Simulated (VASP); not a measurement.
# GaN (P6_3mc) in VASP: a series of runs

GaN is run at these levels: r2SCAN; tasks: single point.

All numbers are computed with VASP 6.6.1; they aren't measurements. Logs are shortened: lines on timing, memory, paths and dates and some standing lists are left out, and cuts for length are marked.

## (1) The cell of the first run

It takes space group P6_3mc (No. 186, hexagonal). Conventional cell: a = 3.228 Å, b = 3.228 Å, c = 5.089 Å, α = 90.00°, β = 90.00°, γ = 120.00°. Ga (site symmetry 3m) has 4 N at 1.91 to 1.97 Å within 2.5 Å. N (site symmetry 3m) has 4 Ga at 1.91 to 1.97 Å within 2.5 Å.

## (2) Single point, r2SCAN (strain +0.015 along x and y, -0.015 along z)

POSCAR reads:

```
GaN
1.0
    3.2276996554      0.0000000000      0.0000000000
   -1.6138498277      2.7952698973      0.0000000000
    0.0000000000      0.0000000000      5.0885100000
Ga N
2 2
Direct
    0.3333333333      0.6666666667      0.0000000000
    0.6666666667      0.3333333333      0.5000000000
    0.3333333333      0.6666666667      0.3750000000
    0.6666666667      0.3333333333      0.8750000000
```

INCAR.step1 reads:

```
PREC = Accurate
ENCUT = 520
ISMEAR = 0
SIGMA = 0.05
LREAL = F
LASPH = T
NELM = 100
NBANDS = 26
GGA = PE
ALGO = Normal
EDIFF = 1E-4
LWAVE = T
LCHARG = F
```

INCAR.step2 reads:

```
PREC = Accurate
ENCUT = 520
EDIFF = 1E-7
ISMEAR = 0
SIGMA = 0.05
LREAL = F
LASPH = T
NELM = 100
ALGO = Normal
ISIF = 2
LWAVE = F
LCHARG = F
METAGGA = R2SCAN
LMIXTAU = T
NBANDS = 26
ISTART = 1
```

KPOINTS reads:

```
Automatic mesh
0
Gamma
  12 12 6
```

Potentials or basis: VASP PAW PBE potentials, release 64 (Ga_d, N).

Run with:

```sh
cat potpaw_PBE.64/Ga_d/POTCAR potpaw_PBE.64/N/POTCAR > POTCAR
cp INCAR.step1 INCAR
mpirun -np 1 vasp_std > vasp.out
cp INCAR.step2 INCAR
mpirun -np 1 vasp_std > vasp.out
```

OUTCAR:

```text
PREC = Accurate
   ENCUT = 520
   EDIFF = 1E-7
   ISMEAR = 0
   LREAL = F
   LASPH = T
   NELM = 100
   ISIF = 2
   METAGGA = R2SCAN
   ISTART = 1

 ion  position               nearest neighbor table
   1  0.333  0.667  0.000-   3 1.91   4 1.97   4 1.97   4 1.97
   2  0.667  0.333  0.500-   4 1.91   3 1.97   3 1.97   3 1.97
   3  0.333  0.667  0.375-   1 1.91   2 1.97   2 1.97   2 1.97
   4  0.667  0.333  0.875-   2 1.91   1 1.97   1 1.97   1 1.97

  LATTYP: Found a hexagonal cell.
 ALAT       =     3.2276996554
 C/A-ratio  =     1.5765128554

  Lattice vectors:

 A1 = (   3.2276996554,   0.0000000000,   0.0000000000)
 A2 = (  -1.6138498277,   2.7952698973,   0.0000000000)
 A3 = (   0.0000000000,   0.0000000000,   5.0885100000)

Analysis of symmetry for initial positions (statically):
=====================================================================
 Subroutine PRICEL returns:
 Original cell was already a primitive cell.

 Routine SETGRP: Setting up the symmetry group for a
 hexagonal supercell.

 Subroutine GETGRP returns: Found 12 space group operations
 (whereof  6 operations were pure point group operations)
 out of a pool of 24 trial point group operations.

The static configuration has the point symmetry C_3v.
 The point group associated with its full space group is C_6v.

Analysis of symmetry for dynamics (positions and initial velocities):
=====================================================================
 Subroutine PRICEL returns:
 Original cell was already a primitive cell.

 Routine SETGRP: Setting up the symmetry group for a
 hexagonal supercell.

 Subroutine GETGRP returns: Found 12 space group operations
 (whereof  6 operations were pure point group operations)
 out of a pool of 24 trial point group operations.

The dynamic configuration has the point symmetry C_3v.
 The point group associated with its full space group is C_6v.

 Subroutine INISYM returns: Found 12 space group operations
 (whereof  6 operations are pure point group operations),
 and found     1 'primitive' translations

----------------------------------------------------------------------------------------

                                     Primitive cell

  volume of cell :      45.9100

  direct lattice vectors                    reciprocal lattice vectors
     3.227699655  0.000000000  0.000000000     0.309818170  0.178873604  0.000000000
    -1.613849828  2.795269897  0.000000000     0.000000000  0.357747208  0.000000000
     0.000000000  0.000000000  5.088510000     0.000000000  0.000000000  0.196521182

  length of vectors
     3.227699655  3.227699655  5.088510000     0.357747208  0.357747208  0.196521182

  position of ions in fractional coordinates (direct lattice)
     0.333333333  0.666666667  0.000000000
     0.666666667  0.333333333  0.500000000
     0.333333333  0.666666667  0.375000000
     0.666666667  0.333333333  0.875000000

  ion indices of the primitive-cell ions
   primitive index   ion index
                 1           1
                 2           2
                 3           3
                 4           4

----------------------------------------------------------------------------------------

 KPOINTS: Automatic mesh

Automatic generation of k-mesh.
 Grid dimensions read from file:
 generate k-points for:   12   12    6

 Generating k-lattice:

  Cartesian coordinates                     Fractional coordinates (reciprocal lattice)
     0.025818181  0.014906134  0.000000000     0.083333333  0.000000000  0.000000000
     0.000000000  0.029812267  0.000000000     0.000000000  0.083333333  0.000000000
     0.000000000  0.000000000  0.032753530     0.000000000  0.000000000  0.166666667

  Length of vectors
     0.029812267  0.029812267  0.032753530

  Shift w.r.t. Gamma in fractional coordinates (k-lattice)
     0.000000000  0.000000000  0.000000000

 Subroutine IBZKPT returns following result:
 ===========================================

 Found     76 irreducible k-points:

 Following reciprocal coordinates:
            Coordinates               Weight
  0.000000  0.000000  0.000000      1.000000
  0.083333 -0.000000  0.000000      6.000000
  0.166667 -0.000000  0.000000      6.000000
  0.250000  0.000000  0.000000      6.000000
  0.333333 -0.000000  0.000000      6.000000
  0.416667  0.000000  0.000000      6.000000
[... 16 lines left out ...]
  0.250000  0.000000  0.166667     12.000000
  0.333333 -0.000000  0.166667     12.000000
 [... further k-points ...]
   k-points           NKPTS =     76   k-points in BZ     NKDIM =     76   number of bands    NBANDS=     26
   number of dos      NEDOS =    301   number of ions     NIONS =      4
   total plane-waves  NPLWV =  23040
   dimension x,y,z NGX =    24 NGY =   24 NGZ =   40
   dimension x,y,z NGXF=    48 NGYF=   48 NGZF=   80
   ions per type =               2   2
   NGX,Y,Z   is equivalent  to a cutoff of  12.36, 12.36, 13.07 a.u.
   NGXF,Y,Z  is equivalent  to a cutoff of  24.72, 24.72, 26.14 a.u.
 SYSTEM =  unknown system
   PREC   = accura    normal or accurate (medium, high low for compatibility)
   ISTART =      1    job   : 0-new  1-cont  2-samecut
   ICHARG =      0    charge: 1-file 2-atom 10-const
   ISPIN  =      1    spin polarized calculation?
   LNONCOLLINEAR =      F non collinear calculations
   LSORBIT =      F    spin-orbit coupling
   LASPH  =      T    aspherical Exc in radial PAW
   ENCUT  =  520.0 eV  38.22 Ry    6.18 a.u.   6.00  6.00  9.46*2*pi/ulx,y,z
   NELM   =    100;   NELMIN=  2; NELMDL=  0     # of ELM steps
   EDIFF  = 0.1E-06   stopping-criterion for ELM
   LREAL  =      F    real-space projection
   EDIFFG = 0.1E-05   stopping-criterion for IOM
   NSW    =      0    number of steps for IOM
   IBRION =     -1    ionic relax: 0-MD 1-quasi-New 2-CG
   NFREE  =      0    steps in history (QN), initial steepest desc. (CG)
   ISIF   =      2    stress and relaxation
   ISYM   =      2    0-nonsym 1-usesym 2-fastsym
   POTIM  = 0.5000    time-step for ionic-motion
   TEBEG  =    0.0;   TEEND  =   0.0 temperature during run
   PSTRESS=    0.0 pullay stress
   NELECT =      36.0000    total number of electrons
   NUPDOWN=      -1.0000    fix difference up-down
   EMIN   =  10.00;   EMAX   =-10.00  energy-range for DOS
   EFERMI =   0.00;   METHOD = LEGACY
   ISMEAR =     0;   SIGMA  =   0.05  broadening in eV -4-tet -1-fermi 0-gaus
   EFERMI_NEDOS =   21; number of points for ismear=-14 and -15
   IALGO  =     38    algorithm
   IMIX   =      4    mixing-type and parameters
     AMIX     =   0.40;   BMIX     =  1.00
     AMIX_MAG =   1.60;   BMIX_MAG =  1.00
  volume/ion in A,a.u.               =      11.48        77.45
  Fermi-wavevector in a.u.,A,eV,Ry     =   1.509639  2.852804 31.007821  2.279011
  Thomas-Fermi vector in A             =   2.619935
   LORBIT       =      0    0 simple, 1 ext, 2 COOP (PROOUT), +10 PAW based schemes
   METAGGA = R2SCAN    functional components
   LHFCALC =     F    Hartree Fock is set to
   AEXX    =    0.0000 exact exchange contribution
   IVDW    =     0    specifies the selected vdW correction
   LEPSILON=     F    determine dielectric tensor
   LRPA    =     F    only Hartree local field effects (RPA)
 non-spin polarized calculation
 Gauss-broadening in eV      SIGMA  =   0.05
  energy-cutoff  :      520.00
  volume of cell :       45.91
 maximum number of plane-waves:      1257
   NGX = 13   NGY = 13   NGZ = 19

 number of electron      35.9999992 magnetization

 Free energy of the ion-electron system (eV)
  ---------------------------------------------------
  ext. energy  EPLUGINS =         0.00000000
  ---------------------------------------------------
  free energy    TOTEN  =       -43.77451258 eV

  energy without entropy =      -43.77451258  energy(sigma->0) =      -43.77451258

 E-fermi :   5.2127     XC(G=0): -12.6057

 val. band max:        5.0066098419   @ k =   0.0000   0.0000   0.0000
 cond. band min:       7.3079508967   @ k =   0.0000   0.0000   0.0000
 fundamental gap:      2.3013410548
 Fermi energy:         5.2126761410

 k-point     1 :       0.0000    0.0000    0.0000
  band No.  band energies     occupation
      1     -11.7403      2.00000
      2     -10.7262      2.00000
      3      -8.8256      2.00000
      4      -8.7977      2.00000
      5      -8.7977      2.00000
      6      -8.7222      2.00000
[... 18 lines left out ...]
     25      17.2731      0.00000
     26      17.2732      0.00000

 k-point     2 :       0.0833   -0.0000    0.0000
  band No.  band energies     occupation
      1     -11.6748      2.00000
      2     -10.7100      2.00000
      3      -8.8156      2.00000
      4      -8.7888      2.00000
      5      -8.7781      2.00000
      6      -8.7148      2.00000
[... 18 lines left out ...]
     25      17.2206      0.00000
     26      17.4365      0.00000

 k-point     3 :       0.1667   -0.0000    0.0000
  band No.  band energies     occupation
      1     -11.4950      2.00000
      2     -10.6695      2.00000
      3      -8.7899      2.00000
      4      -8.7671      2.00000
      5      -8.7216      2.00000
      6      -8.6766      2.00000
[... 18 lines left out ...]
     25      17.3878      0.00000
     26      17.8197      0.00000

 k-point     4 :       0.2500    0.0000    0.0000
  band No.  band energies     occupation
      1     -11.2503      2.00000
      2     -10.6235      2.00000
      3      -8.7633      2.00000
      4      -8.7455      2.00000
      5      -8.6789      2.00000
      6      -8.6253      2.00000
[... 18 lines left out ...]
     25      17.1822      0.00000
     26      18.3292      0.00000
[... 496 lines left out ...]
      1     -11.4187      2.00000
      2     -10.6962      2.00000
      3      -8.7858      2.00000
      4      -8.7632      2.00000
      5      -8.7199      2.00000
      6      -8.6822      2.00000
[... 18 lines left out ...]
     25      16.7895      0.00000
     26      17.5729      0.00000

 k-point    23 :       0.2500    0.0000    0.1667
  band No.  band energies     occupation
      1     -11.1869      2.00000
      2     -10.6404      2.00000
      3      -8.7644      2.00000
      4      -8.7383      2.00000
      5      -8.6892      2.00000
      6      -8.6340      2.00000
[... 18 lines left out ...]
     25      16.8994      0.00000
     26      18.1446      0.00000

 k-point    24 :       0.3333   -0.0000    0.1667
  band No.  band energies     occupation
      1     -10.9664      2.00000
      2     -10.5973      2.00000
      3      -8.7519      2.00000
      4      -8.7230      2.00000
      5      -8.6632      2.00000
      6      -8.5872      2.00000
[... 18 lines left out ...]
     25      17.1380      0.00000
     26      18.8191      0.00000

 [... further k-points ...]

------------------------ aborting loop because EDIFF is reached ----------------------------------------

  FORCE on cell =-STRESS in cart. coord.  units (eV):
  Direction    XX          YY          ZZ          XY          YZ          ZX
  --------------------------------------------------------------------------------------
  -------------------------------------------------------------------------------------
  Total       -1.4643424     -1.4643424      2.5828342     -0.0000000      0.0000000     -0.0000000
  in kB      -51.1029206    -51.1029206     90.1362765     -0.0000000      0.0000000     -0.0000000
  external PRESSURE =      -4.0231883 kB  Pullay stress =       0.0000000 kB

 VOLUME and BASIS-vectors are now :
 -----------------------------------------------------------------------------
  energy-cutoff  :      520.00
  volume of cell :       45.91
      direct lattice vectors                 reciprocal lattice vectors
     3.227699655  0.000000000  0.000000000     0.309818170  0.178873604  0.000000000
    -1.613849828  2.795269897  0.000000000     0.000000000  0.357747208  0.000000000
     0.000000000  0.000000000  5.088510000     0.000000000  0.000000000  0.196521182

 POSITION                                       TOTAL-FORCE (eV/Angst)
 -----------------------------------------------------------------------------------
     -0.00000      1.86351      0.00000        -0.000000      0.000000     -0.510338
      1.61385      0.93176      2.54426         0.000000      0.000000     -0.510338
     -0.00000      1.86351      1.90819        -0.000000      0.000000      0.510338
      1.61385      0.93176      4.45245        -0.000000     -0.000000      0.510338
 -----------------------------------------------------------------------------------
    total drift:                                0.000002      0.000004      0.012976

  FREE ENERGIE OF THE ION-ELECTRON SYSTEM (eV)
  ---------------------------------------------------
  free  energy   TOTEN  =       -43.7745125790 eV

  energy  without entropy=      -43.7745125790  energy(sigma->0) =      -43.77451258
```

Wall time 6.1 min (1 thread of Intel Xeon 8259CL, shared host); peak memory 0.22 GiB.

What came out:

| Quantity | Value |
| --- | --- |
| Free energy | -43.7745 eV |
| Pressure | -0.4 GPa |
| Largest force | 0.510 eV/Å |
| Band gap on the k mesh | 2.30 eV |

Forces on the atoms (eV/Å):
```
Ga   0.000  0.000 -0.510
Ga   0.000  0.000 -0.510
N    0.000  0.000  0.510
N    0.000  0.000  0.510
```

Stress tensor (GPa, compression positive):
```
-5.11  0.00  0.00
 0.00 -5.11  0.00
 0.00  0.00  9.01
```

Caveat: the cell differs from its parent crystal (strain +0.015 along x and y, -0.015 along z); the PAW data sets were made with another functional, which shifts forces and pressure a little.

## (3) Single point, r2SCAN (strain +0.000 along x and y, +0.030 along z)

POSCAR reads:

```
GaN
1.0
    3.1799996605      0.0000000000      0.0000000000
   -1.5899998303      2.7539604900      0.0000000000
    0.0000000000      0.0000000000      5.3209800000
Ga N
2 2
Direct
    0.3333333333      0.6666666667      0.0000000000
    0.6666666667      0.3333333333      0.5000000000
    0.3333333333      0.6666666667      0.3750000000
    0.6666666667      0.3333333333      0.8750000000
```

INCAR.step1 reads:

```
SYSTEM = GaN
PREC = Accurate
ENCUT = 520
ISMEAR = 0
SIGMA = 0.05
LREAL = .False.
LASPH = .True.
NELM = 100
NBANDS = 26
GGA = PE
ALGO = Normal
EDIFF = 1E-4
LWAVE = .True.
LCHARG = .False.
```

INCAR.step2 reads:

```
SYSTEM = GaN
PREC = Accurate
ENCUT = 520
EDIFF = 1E-6
ISMEAR = 0
SIGMA = 0.05
LREAL = .False.
LASPH = .True.
NELM = 100
ALGO = Normal
ISIF = 2
LWAVE = .False.
LCHARG = .False.
METAGGA = R2SCAN
LMIXTAU = .True.
NBANDS = 26
ISTART = 1
```

KPOINTS reads:

```
regular mesh
0
Gamma
  12 12 6
  0 0 0
```

Potentials or basis: VASP PAW PBE potentials, release 64 (Ga_d, N).

Run with:

```sh
cat potpaw_PBE.64/Ga_d/POTCAR potpaw_PBE.64/N/POTCAR > POTCAR
cp INCAR.step1 INCAR
mpirun -np 1 vasp_std > vasp.out
cp INCAR.step2 INCAR
mpirun -np 1 vasp_std > vasp.out
```

It took 94 s on 1 thread of Intel Xeon 6975P-C (Granite Rapids), shared host; peak memory 0.22 GiB.

Results (log left out):

| Item | Value |
| --- | --- |
| Free energy | -43.7901 eV |
| Pressure | -3.4 GPa |
| Largest force | 0.117 eV/Å |
| Band gap on the k mesh | 2.08 eV |

Forces in eV/Å, atoms in the order of the input:
```
Ga   0.000  0.000  0.117
Ga   0.000  0.000  0.117
N    0.000  0.000 -0.117
N    0.000  0.000 -0.117
```

Stress tensor (GPa, compression positive):
```
-0.28  0.00  0.00
 0.00 -0.28  0.00
 0.00  0.00 -9.50
```

Levels at points of the mesh, in eV from the valence-band top:
```csv
k point,band 14,band 15,band 16,band 17,band 18,band 19,band 20,band 21,band 22,band 23
"(0.00, 0.00, 0.00)",-0.95,-0.95,-0.16,0.00,0.00,2.08,4.88,9.57,10.65,10.65
"(0.50, 0.00, 0.00)",-5.44,-4.22,-2.68,-2.22,-1.05,5.65,5.91,6.24,8.98,10.79
"(0.00, 0.00, 0.50)",-4.06,-0.49,-0.49,-0.49,-0.49,4.65,4.65,8.88,8.88,11.16
"(0.50, 0.00, 0.50)",-6.62,-2.04,-2.04,-1.93,-1.93,4.69,4.69,8.18,8.18,10.54
```

Caveat: the cell differs from its parent crystal (strain +0.000 along x and y, +0.030 along z); the cell stands under tension; the PAW data sets were made with another functional, which shifts forces and pressure a little.

## (4) Single point, r2SCAN (strain +0.030 along x and y, -0.030 along z)

POSCAR reads:

```
GaN
1.0
    3.2753996503      0.0000000000      0.0000000000
   -1.6376998252      2.8365793047      0.0000000000
    0.0000000000      0.0000000000      5.0110200000
Ga N
2 2
Direct
    0.3333333333      0.6666666667      0.0000000000
    0.6666666667      0.3333333333      0.5000000000
    0.3333333333      0.6666666667      0.3750000000
    0.6666666667      0.3333333333      0.8750000000
```

INCAR.step1 reads:

```
ALGO = Normal
EDIFF = 1E-4
ENCUT = 520
GGA = PE
ISMEAR = 0
LASPH = T
LCHARG = F
LREAL = F
LWAVE = T
NBANDS = 26
NELM = 80
PREC = Accurate
SIGMA = 0.05
```

INCAR.step2 reads:

```
ALGO = Normal
EDIFF = 1E-6
ENCUT = 520
ISIF = 2
ISMEAR = 0
ISTART = 1
LASPH = T
LCHARG = F
LMIXTAU = T
LREAL = F
LWAVE = F
METAGGA = R2SCAN
NBANDS = 26
NELM = 80
PREC = Accurate
SIGMA = 0.05
```

KPOINTS reads:

```
k-points
0
Gamma
  12 12 6
```

Run with:

```sh
cat potpaw_PBE.64/Ga_d/POTCAR potpaw_PBE.64/N/POTCAR > POTCAR
cp INCAR.step1 INCAR
mpirun -np 1 vasp_std > vasp.out
cp INCAR.step2 INCAR
mpirun -np 1 vasp_std > vasp.out
```

Run time: 94 s. Hardware: 1 thread of Intel Xeon 6975P-C (Granite Rapids), shared host; peak memory 0.22 GiB.

The run converged. Its results:

```
Free energy            : -43.6534 eV
Pressure               : -2.2 GPa
Largest force          : 0.918 eV/Å
Band gap on the k mesh : 2.17 eV
```

Forces in eV/Å, atoms in the order of the input:
```
Ga   0.000  0.000 -0.918
Ga   0.000  0.000 -0.918
N    0.000  0.000  0.918
N    0.000  0.000  0.918
```

Stress tensor (GPa, compression positive):
```
-10.84   0.00   0.00
  0.00 -10.84   0.00
  0.00   0.00  15.20
```

Levels at points of the mesh, in eV from the valence-band top:
```
           k point  band 16  band 17  band 18  band 19  band 20  band 21
(0.00, 0.00, 0.00)    -0.09    -0.09     0.00     2.17     4.05     9.88
(0.50, 0.00, 0.00)    -3.04    -2.29    -0.92     5.05     5.95     6.83
(0.00, 0.00, 0.50)    -0.75    -0.75    -0.75     4.36     4.36     9.39
(0.50, 0.00, 0.50)    -2.07    -1.75    -1.75     4.86     4.86     8.43
```

Caveat: the cell differs from its parent crystal (strain +0.030 along x and y, -0.030 along z); the PAW data sets were made with another functional, which shifts forces and pressure a little.

(Continued in part 2 of 2.)
